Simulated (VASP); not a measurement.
# Cu (Fm-3m) in VASP: further runs

Runs on Cu. Level: LDA. Tasks: single point.

Program: VASP 6.6.1. These are calculated values, not measurements. Logs are shortened: lines on timing, memory, paths and dates and some standing lists are left out, and cuts for length are marked.

## 1. The cell of the first run

Symmetry: Fm-3m, No. 225, cubic system. The conventional cell has a = 3.615 Å, b = 3.615 Å, c = 3.615 Å, α = 90.00°, β = 90.00°, γ = 90.00°. Cu (site symmetry m-3m) has 12 Cu at 2.56 Å within 3.4 Å.

## 2. Single point, LDA, collinear spin

INCAR

```
SYSTEM = Cu
  ALGO = Normal
  EDIFF = 1E-6
  ENCUT = 520
  ISIF = 2
  ISMEAR = -1
  ISPIN = 2
  LASPH = .TRUE.
  LCHARG = .FALSE.
  LMAXMIX = 4
  LORBIT = 11
  LREAL = .FALSE.
  LWAVE = .FALSE.
  MAGMOM = 0.9
  NBANDS = 16
  NELM = 150
  NUPDOWN = 0.9
  PREC = Accurate
  SIGMA = 0.05
```

KPOINTS

```
k-points
0
G
  16 16 16
  0 0 0
```

POSCAR

```
Cu
1.0
    0.0000000000      1.8075000000      1.8075000000
    1.8075000000      0.0000000000      1.8075000000
    1.8075000000      1.8075000000      0.0000000000
Cu
1
Direct
    0.0000000000      0.0000000000      0.0000000000
```

Potentials or basis: VASP PAW LDA potentials, release 64 (Cu).

Launch:

```
$ cat potpaw_LDA.64/Cu/POTCAR > POTCAR
$ mpirun -np 1 vasp_std > vasp.out
```

OUTCAR:

```text
SYSTEM = Cu
   EDIFF = 1E-6
   ENCUT = 520
   ISIF = 2
   ISMEAR = -1
   ISPIN = 2
   LASPH = .TRUE.
   LORBIT = 11
   LREAL = .FALSE.
   NELM = 150
   NUPDOWN = 0.9
   PREC = Accurate

 ion  position               nearest neighbor table
   1  0.000  0.000  0.000-

  LATTYP: Found a face centered cubic cell.
 ALAT       =     3.6150000000

  Lattice vectors:

 A1 = (   0.0000000000,   1.8075000000,   1.8075000000)
 A2 = (   1.8075000000,   0.0000000000,   1.8075000000)
 A3 = (   1.8075000000,   1.8075000000,   0.0000000000)

Analysis of symmetry for initial positions (statically):
=====================================================================
 Subroutine PRICEL returns:
 Original cell was already a primitive cell.

 Routine SETGRP: Setting up the symmetry group for a
 face centered cubic supercell.

 Subroutine GETGRP returns: Found 48 space group operations
 (whereof 48 operations were pure point group operations)
 out of a pool of 48 trial point group operations.

The static configuration has the point symmetry O_h .

Analysis of symmetry for dynamics (positions and initial velocities):
=====================================================================
 Subroutine PRICEL returns:
 Original cell was already a primitive cell.

 Routine SETGRP: Setting up the symmetry group for a
 face centered cubic supercell.

 Subroutine GETGRP returns: Found 48 space group operations
 (whereof 48 operations were pure point group operations)
 out of a pool of 48 trial point group operations.

The dynamic configuration has the point symmetry O_h .

Analysis of structural, dynamic, and magnetic symmetry:
=====================================================================
 Subroutine PRICEL returns:
 Original cell was already a primitive cell.

 Routine SETGRP: Setting up the symmetry group for a
 face centered cubic supercell.

 Subroutine GETGRP returns: Found 48 space group operations
 (whereof 48 operations were pure point group operations)
 out of a pool of 48 trial point group operations.

The overall configuration has the point symmetry O_h .

 Subroutine INISYM returns: Found 48 space group operations
 (whereof 48 operations are pure point group operations),
 and found     1 'primitive' translations

[... 103 lines left out ...]
   NELECT =      11.0000    total number of electrons
   NUPDOWN=       0.9000    fix difference up-down
   EMIN   =  10.00;   EMAX   =-10.00  energy-range for DOS
   EFERMI =   0.00;   METHOD = LEGACY
   ISMEAR =    -1;   SIGMA  =   0.05  broadening in eV -4-tet -1-fermi 0-gaus
   EFERMI_NEDOS =   21; number of points for ismear=-14 and -15
   IALGO  =     38    algorithm
   IMIX   =      4    mixing-type and parameters
     AMIX     =   0.40;   BMIX     =  1.00
     AMIX_MAG =   1.60;   BMIX_MAG =  1.00
  volume/ion in A,a.u.               =      11.81        79.70
  Fermi-wavevector in a.u.,A,eV,Ry     =   1.598763  3.021224 34.777078  2.556043
  Thomas-Fermi vector in A             =   2.696162
   LORBIT       =     11    0 simple, 1 ext, 2 COOP (PROOUT), +10 PAW based schemes
   GGA     = CA    functional components
   LHFCALC =     F    Hartree Fock is set to
   AEXX    =    0.0000 exact exchange contribution
   IVDW    =     0    specifies the selected vdW correction
   LEPSILON=     F    determine dielectric tensor
   LRPA    =     F    only Hartree local field effects (RPA)
 spin polarized calculation
  energy-cutoff  :      520.00
  volume of cell :       11.81
 maximum number of plane-waves:       332
   NGX =  9   NGY =  9   NGZ =  9

 number of electron      11.0000001 magnetization       0.9000000

 Free energy of the ion-electron system (eV)
  ---------------------------------------------------
  ext. energy  EPLUGINS =         0.00000000
  ---------------------------------------------------
  free energy    TOTEN  =        -3.46733325 eV

  energy without entropy =       -3.45173051  energy(sigma->0) =       -3.45953188

 E-fermi :   5.4668     XC(G=0): -13.1434

 val. band max:       10.6830387767   @ k =   0.5000   0.0625   0.0000
 cond. band min:       5.4675489947   @ k =  -0.3125   0.4375   0.1250
 fundamental gap:     -5.2154897820
 Fermi energy:        10.7598528496

 spin component 1

 k-point     1 :       0.0000    0.0000    0.0000
  band No.  band energies     occupation
      1      -2.3107      1.00000
      2       3.4845      1.00000
      3       3.4845      1.00000
      4       3.4845      1.00000
      5       4.3198      1.00000
      6       4.3198      1.00000
[... 435 lines left out ...]
      5       4.2600      1.00000
      6       4.3329      1.00000
[... 8 lines left out ...]
     15      40.0804      0.00000
     16      42.5603      0.00000

 [... further k-points ...]

 spin component 2

 k-point     1 :       0.0000    0.0000    0.0000
  band No.  band energies     occupation
      1      -1.7076      1.00000
      2       4.0582      1.00000
      3       4.0582      1.00000
      4       4.0582      1.00000
      5       4.8437      1.00000
      6       4.8437      1.00000
[... 435 lines left out ...]
      5       4.7841      1.00000
      6       4.8575      0.99999
[... 8 lines left out ...]
     15      40.6697      0.00000
     16      43.1785      0.00000

 [... further k-points ...]

------------------------ aborting loop because EDIFF is reached ----------------------------------------

  FORCE on cell =-STRESS in cart. coord.  units (eV):
  Direction    XX          YY          ZZ          XY          YZ          ZX
  --------------------------------------------------------------------------------------
  -------------------------------------------------------------------------------------
  Total       -0.1188801     -0.1188801     -0.1188801      0.0000000     -0.0000000     -0.0000000
  in kB      -16.1270456    -16.1270456    -16.1270456      0.0000000     -0.0000000     -0.0000000
  external PRESSURE =     -16.1270456 kB  Pullay stress =       0.0000000 kB

 VOLUME and BASIS-vectors are now :
 -----------------------------------------------------------------------------
  energy-cutoff  :      520.00
  volume of cell :       11.81
      direct lattice vectors                 reciprocal lattice vectors
     0.000000000  1.807500000  1.807500000    -0.276625173  0.276625173  0.276625173
     1.807500000  0.000000000  1.807500000     0.276625173 -0.276625173  0.276625173
     1.807500000  1.807500000  0.000000000     0.276625173  0.276625173 -0.276625173

 POSITION                                       TOTAL-FORCE (eV/Angst)
 -----------------------------------------------------------------------------------
      0.00000      0.00000      0.00000         0.000000      0.000000      0.000000
 -----------------------------------------------------------------------------------
    total drift:                                0.000000     -0.000000      0.000000

  FREE ENERGIE OF THE ION-ELECTRON SYSTEM (eV)
  ---------------------------------------------------
  free  energy   TOTEN  =        -3.4673332523 eV

  energy  without entropy=       -3.4517305092  energy(sigma->0) =       -3.45953188

 total charge

# of ion       s       p       d       tot
------------------------------------------
    1        0.463   0.459   9.049   9.971

 magnetization (x)

# of ion       s       p       d       tot
------------------------------------------
    1        0.076   0.186   0.459   0.722
```

stdout:

```text
POSCAR found type information on POSCAR Cu
 POSCAR found :  1 types and       1 ions
 scaLAPACK will be used
 LDA part: xc-table for (Slater(with rela. corr.)+CA(PZ))
 , standard interpolation
 POSCAR, INCAR and KPOINTS ok, starting setup
 FFT: planning ... GRIDC
 FFT: planning ... GRID_SOFT
 FFT: planning ... GRID
 WAVECAR not read
 entering main loop
```

Run time: 95 s. Hardware: 1 thread of Intel Xeon 8259CL, shared host; peak memory 0.15 GiB.

Results:

```
Free energy                                           : -3.4673 eV
Pressure                                              : -1.6 GPa
Net moment                                            : 0.90 μB per cell
Site moments                                          : Cu +0.72 μB
Valence electrons inside the program's atomic spheres : Cu 9.97
```

Caveat: the total moment is fixed, so each spin has its own Fermi level.

(Part 1 of 2 ends here.)
